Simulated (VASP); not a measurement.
Sn3Ge13, 16 atoms in the cell. Symmetry: Cm, No. 8, monoclinic system. Conventional cell: a = 14.330 Å, b = 8.269 Å, c = 8.271 Å, α = 90.00°, β = 125.16°, γ = 90.00°. Sn (site symmetry m) has 4 Ge at 2.60 to 2.62 Å within 3.4 Å. Within 3.4 Å of Sn (site symmetry m) lie 3 Ge at 2.57 to 2.59 Å and 1 Sn at 2.71 Å. Sn (site symmetry m) has 3 Ge at 2.59 to 2.60 Å and 1 Sn at 2.71 Å within 3.4 Å. Within 3.2 Å of Ge (site symmetry 1) lie 3 Ge at 2.45 to 2.51 Å and 1 Sn at 2.60 Å. Ge (site symmetry 1) has 4 Ge at 2.47 to 2.55 Å within 3.3 Å. Within 3.3 Å of Ge (site symmetry m) lie 4 Ge at 2.49 to 2.54 Å. Ge (site symmetry m) has 3 Ge at 2.48 to 2.50 Å and 1 Sn at 2.59 Å within 3.3 Å. Ge (site symmetry 1) has 2 Ge at 2.45 to 2.47 Å and 2 Sn at 2.57 to 2.60 Å within 3.2 Å. 

| Item | Value |
| --- | --- |
| Program | VASP 6.6.1 |
| Task | band structure |
| Functional | PBEsol |
| Potentials or basis | VASP PAW PBE potentials, release 64 (Sn_d, Ge_d) |
| Cutoff | 520 eV |
| k mesh | 6 × 6 × 6 |
| Occupations | gaussian, width 0.03 eV |
| Spin | no spin polarisation |
| Further INCAR settings | ALGO = Fast; EDIFF = 1e-06; NBANDS = 126 |

Potentials or basis: VASP PAW PBE potentials, release 64 (Sn_d, Ge_d).

Run with:

```console
$ cat potpaw_PBE.64/Sn_d/POTCAR potpaw_PBE.64/Ge_d/POTCAR > POTCAR
$ mpirun -np 8 vasp_std > vasp.out
```

Hardware: 8 MPI ranks on Intel(R) Xeon(R) 6975P-C (Granite Rapids), on a shared host.

Question: How long does it take, and how much memory?

Answer: Wall time 15 min on 8 MPI ranks on Intel(R) Xeon(R) 6975P-C (Granite Rapids) (shared host), peak memory 3.5 GiB a rank. Counts: k points 68.
